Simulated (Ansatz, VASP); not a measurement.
**One calculation of N, two programs**

```
N
1.0
     3.40192   -2.29355    0.00000
     3.40192    2.29355    0.00000
     0.00000    0.00000    7.56092
N
4
Direct
  0.90677 0.09323 0.04596
  0.59323 0.40677 0.54596
  0.09323 0.90677 0.95404
  0.40677 0.59323 0.45404
```

Alike in both runs: task relaxation of cell and atoms; functional PBE; k mesh 6 × 6 × 4; occupations gaussian, width 0.02 eV; no spin polarisation.

|  | VASP | Ansatz |
| --- | --- | --- |
| version | VASP 6.6.1 | Ansatz 0.2.0 |
| potentials or method | VASP PAW PBE potentials, release 64 (N), cutoff 600 eV | scalar-relativistic, plane waves, PAW |
| valence electrons in the cell | 20 | 20 |

```tsv
	VASP	Ansatz	Ansatz less VASP
gap on the k mesh at the Fermi level, each at its own relaxed structure (eV)	7.44	7.73	+0.297
relaxed volume (Å³/atom)	26.02	29.50	+3.480
relaxed cell length with the largest relative difference (Å)	7.174	7.561	+0.3873
```

One of these differences is far larger than is usual between the two programs; its cause wasn't traced.

Noted on VASP's run: the standard files for N, O and F lose accuracy on very short bonds.
